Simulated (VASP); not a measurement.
# Cu (Fmmm) in VASP: single point with PBEsol

Aim: the single point of Cu with PBEsol.

All numbers are computed with VASP 6.6.1; they aren't measurements. Logs are shortened: lines on timing, memory, paths and dates and some standing lists are left out, and cuts for length are marked.

## Step 1: The cell of the first run

The structure is orthorhombic, space group Fmmm (No. 69). Conventional cell: a = 2.752 Å, b = 4.055 Å, c = 4.106 Å, α = 90.00°, β = 90.00°, γ = 90.00°. Within 3.2 Å of Cu (site symmetry mmm) lie 14 Cu at 2.45 to 2.89 Å.

## Step 2: Single point, PBEsol (strain +0.0125 x Voigt [0, 0, 0, 0, 0, 1])

File INCAR:

```
PREC = Accurate
ENCUT = 520
EDIFF = 1E-6
ISMEAR = 0
SIGMA = 0.15
LREAL = False
LASPH = True
NELM = 60
ALGO = Fast
ISIF = 2
LWAVE = False
LCHARG = False
GGA = PS
NBANDS = 12
```

File KPOINTS:

```
Automatic mesh
0
Gamma
  24 24 24
```

File POSCAR:

```
Cu
1.0
   -1.4337758618      1.4337758618      1.3760814500
    1.4337758618     -1.4337758618      1.3760814500
    1.4518107782      1.4518107782     -1.3760814500
Cu
1
Direct
    0.0000000000      0.0000000000      0.0000000000
```

Potentials or basis: VASP PAW PBE potentials, release 64 (Cu).

Launch:

```bash
$ cat potpaw_PBE.64/Cu/POTCAR > POTCAR
$ mpirun -np 1 vasp_std > vasp.out
```

OUTCAR:

```text
PREC = Accurate
   ENCUT = 520
   EDIFF = 1E-6
   ISMEAR = 0
   LREAL = False
   LASPH = True
   NELM = 60
   ISIF = 2
   GGA = PS

 ion  position               nearest neighbor table
   1  0.000  0.000  0.000-

  LATTYP: Found a face centered orthorhombic cell.
 ALAT       =     2.7521629000
 B/A-ratio  =     1.4735067239
 C/A-ratio  =     1.4920413995

  Lattice vectors:

 A1 = (   2.8855866400,   0.0180349164,   0.0000000000)
 A2 = (   1.4518107782,   1.4518107782,   1.3760814500)
 A3 = (   1.4337758618,  -1.4337758618,   1.3760814500)

Analysis of symmetry for initial positions (statically):
=====================================================================
 Subroutine PRICEL returns:
 Original cell was already a primitive cell.

 Routine SETGRP: Setting up the symmetry group for a
 face centered orthorhombic supercell.

 Subroutine GETGRP returns: Found  8 space group operations
 (whereof  8 operations were pure point group operations)
 out of a pool of  8 trial point group operations.

The static configuration has the point symmetry D_2h.

Analysis of symmetry for dynamics (positions and initial velocities):
=====================================================================
 Subroutine PRICEL returns:
 Original cell was already a primitive cell.

 Routine SETGRP: Setting up the symmetry group for a
 face centered orthorhombic supercell.

 Subroutine GETGRP returns: Found  8 space group operations
 (whereof  8 operations were pure point group operations)
 out of a pool of  8 trial point group operations.

The dynamic configuration has the point symmetry D_2h.

 Subroutine INISYM returns: Found  8 space group operations
 (whereof  8 operations are pure point group operations),
 and found     1 'primitive' translations

----------------------------------------------------------------------------------------

                                     Primitive cell

  volume of cell :      11.4576

  direct lattice vectors                    reciprocal lattice vectors
    -1.433775862  1.433775862  1.376081450    -0.002166022  0.346563520  0.363350585
     1.433775862 -1.433775862  1.376081450     0.346563520 -0.002166022  0.363350585
     1.451810778  1.451810778 -1.376081450     0.344397498  0.344397498  0.000000000

  length of vectors
     2.450515579  2.450515579  2.471661228     0.502130076  0.502130076  0.487051613

  position of ions in fractional coordinates (direct lattice)
     0.000000000  0.000000000  0.000000000

  ion indices of the primitive-cell ions
   primitive index   ion index
                 1           1

[... 77 lines left out ...]
   ISIF   =      2    stress and relaxation
   ISYM   =      2    0-nonsym 1-usesym 2-fastsym
   POTIM  = 0.5000    time-step for ionic-motion
   TEBEG  =    0.0;   TEEND  =   0.0 temperature during run
   PSTRESS=    0.0 pullay stress
   NELECT =      11.0000    total number of electrons
   NUPDOWN=      -1.0000    fix difference up-down
   EMIN   =  10.00;   EMAX   =-10.00  energy-range for DOS
   EFERMI =   0.00;   METHOD = LEGACY
   ISMEAR =     0;   SIGMA  =   0.15  broadening in eV -4-tet -1-fermi 0-gaus
   EFERMI_NEDOS =   21; number of points for ismear=-14 and -15
   IALGO  =     68    algorithm
   IMIX   =      4    mixing-type and parameters
     AMIX     =   0.40;   BMIX     =  1.00
     AMIX_MAG =   1.60;   BMIX_MAG =  1.00
  volume/ion in A,a.u.               =      11.46        77.32
  Fermi-wavevector in a.u.,A,eV,Ry     =   1.615005  3.051917 35.487284  2.608242
  Thomas-Fermi vector in A             =   2.709823
   LORBIT       =      0    0 simple, 1 ext, 2 COOP (PROOUT), +10 PAW based schemes
   GGA     = PS    functional components
   LHFCALC =     F    Hartree Fock is set to
   AEXX    =    0.0000 exact exchange contribution
   IVDW    =     0    specifies the selected vdW correction
   LEPSILON=     F    determine dielectric tensor
   LRPA    =     F    only Hartree local field effects (RPA)
 non-spin polarized calculation
 RMM-DIIS sequential band-by-band and
 Gauss-broadening in eV      SIGMA  =   0.15
  energy-cutoff  :      520.00
  volume of cell :       11.46
 maximum number of plane-waves:       327
   NGX =  9   NGY =  9   NGZ =  9

 number of electron      10.9999999 magnetization

 Free energy of the ion-electron system (eV)
  ---------------------------------------------------
  ext. energy  EPLUGINS =         0.00000000
  ---------------------------------------------------
  free energy    TOTEN  =        -4.27110147 eV

  energy without entropy =       -4.26677505  energy(sigma->0) =       -4.26893826

 E-fermi :   7.7783     XC(G=0): -13.0870

 val. band max:        7.7764562717   @ k =   0.2083   0.1667   0.1250
 cond. band min:       7.7804727631   @ k =   0.2917   0.1250   0.0833
 fundamental gap:      0.0040164914
 Fermi energy:         7.7783112150

 k-point     1 :       0.0000    0.0000    0.0000
  band No.  band energies     occupation
      1      -1.8361      2.00000
      2       4.4523      2.00000
      3       4.6068      2.00000
      4       4.6933      2.00000
      5       5.5320      2.00000
      6       5.7400      2.00000
      7      32.3612      0.00000
      8      32.8861      0.00000
      9      33.8826      0.00000
     10      36.4966      0.00000
     11      36.5291      0.00000
     12      36.8328      0.00000
[... 331 lines left out ...]
 k-point    24 :       0.4583    0.0417   -0.0000
  band No.  band energies     occupation
      1       2.6005      2.00000
      2       3.7641      2.00000
      3       5.5898      2.00000
      4       5.7944      2.00000
      5       6.2501      2.00000
      6       7.3874      1.99977
      7      12.6048      0.00000
      8      24.6614      0.00000
      9      24.9373      0.00000
     10      29.5528      0.00000
     11      32.6794      0.00000
     12      41.4302      0.00000

 [... further k-points ...]
[... 5 lines left out ...]
  --------------------------------------------------------------------------------------
  -------------------------------------------------------------------------------------
  Total       -0.0349813     -0.0349813     -0.0433291     -0.1001831      0.0000000      0.0000000
  in kB       -4.8915967     -4.8915967     -6.0589183    -14.0090873      0.0000000      0.0000000
  external PRESSURE =      -5.2807039 kB  Pullay stress =       0.0000000 kB

 VOLUME and BASIS-vectors are now :
 -----------------------------------------------------------------------------
  energy-cutoff  :      520.00
  volume of cell :       11.46
      direct lattice vectors                 reciprocal lattice vectors
    -1.433775862  1.433775862  1.376081450    -0.002166022  0.346563520  0.363350585
     1.433775862 -1.433775862  1.376081450     0.346563520 -0.002166022  0.363350585
     1.451810778  1.451810778 -1.376081450     0.344397498  0.344397498  0.000000000

 POSITION                                       TOTAL-FORCE (eV/Angst)
 -----------------------------------------------------------------------------------
      0.00000      0.00000      0.00000        -0.000000      0.000000      0.000000
 -----------------------------------------------------------------------------------
    total drift:                                0.000000      0.000000      0.000000

  FREE ENERGIE OF THE ION-ELECTRON SYSTEM (eV)
  ---------------------------------------------------
  free  energy   TOTEN  =        -4.2711014665 eV

  energy  without entropy=       -4.2667750496  energy(sigma->0) =       -4.26893826
```

OSZICAR:

```text
N       E                     dE             d eps       ncg     rms          rms(c)
DAV:   1     0.416239999044E+02    0.41624E+02   -0.53916E+03 52500   0.155E+03
DAV:   2    -0.407567253428E+01   -0.45700E+02   -0.42259E+02 48724   0.205E+02
DAV:   3    -0.534985477933E+01   -0.12742E+01   -0.12647E+01 54396   0.392E+01
DAV:   4    -0.535738714493E+01   -0.75324E-02   -0.75314E-02 53024   0.267E+00
DAV:   5    -0.535745645954E+01   -0.69315E-04   -0.69314E-04 54720   0.260E-01    0.830E+00
RMM:   6    -0.465551799471E+01    0.70194E+00   -0.35223E+00 59063   0.348E+01    0.459E+00
RMM:   7    -0.428826863525E+01    0.36725E+00   -0.49121E-01 58479   0.126E+01    0.109E+00
RMM:   8    -0.427340517458E+01    0.14863E-01   -0.16651E-02 60598   0.130E+00    0.361E-01
RMM:   9    -0.427102754215E+01    0.23776E-02   -0.43587E-03 61006   0.125E+00    0.215E-02
RMM:  10    -0.427109178730E+01   -0.64245E-04   -0.51156E-04 61953   0.305E-01    0.107E-02
RMM:  11    -0.427109984976E+01   -0.80625E-05   -0.83414E-05 64875   0.117E-01    0.109E-02
RMM:  12    -0.427110114381E+01   -0.12941E-05   -0.16201E-05 63948   0.488E-02    0.350E-03
RMM:  13    -0.427110146652E+01   -0.32271E-06   -0.29344E-06 47349   0.178E-02
   1 F= -.42711015E+01 E0= -.42689383E+01  d E =-.432642E-02
```

Run time: 3.3 min. Hardware: 1 thread of Intel Xeon Platinum 8259CL at 2.50GHz (Skylake/Cascade Lake), shared host; peak memory 0.35 GiB.

Results:

```
Free energy : -4.2711 eV
Pressure    : -0.5 GPa
```

Stress tensor (GPa, compression positive):
```
-0.49 -1.40  0.00
-1.40 -0.49  0.00
 0.00  0.00 -0.61
```

Levels at points of the mesh, in eV from the Fermi level:
| k point | band 4 | band 5 | band 6 | band 7 | band 8 | band 9 |
| --- | --- | --- | --- | --- | --- | --- |
| (0.00, 0.00, 0.00) | -3.09 | -2.25 | -2.04 | 24.58 | 25.11 | 26.10 |
| (0.50, 0.00, 0.00) | -1.94 | -1.37 | -0.57 | 4.68 | 17.15 | 17.62 |
| (0.50, 0.50, 0.00) | -2.10 | -1.37 | -0.84 | 4.30 | 18.49 | 18.71 |
| (0.00, 0.00, 0.50) | -2.05 | -1.41 | -1.03 | 4.02 | 18.67 | 18.99 |
| (0.50, 0.50, 0.50) | -1.54 | -1.51 | 7.66 | 7.73 | 9.54 | 13.35 |

Caveat: the cell differs from its parent crystal (strain +0.0125 x Voigt [0, 0, 0, 0, 0, 1]); the PAW data sets were made with another functional, which shifts forces and pressure a little.
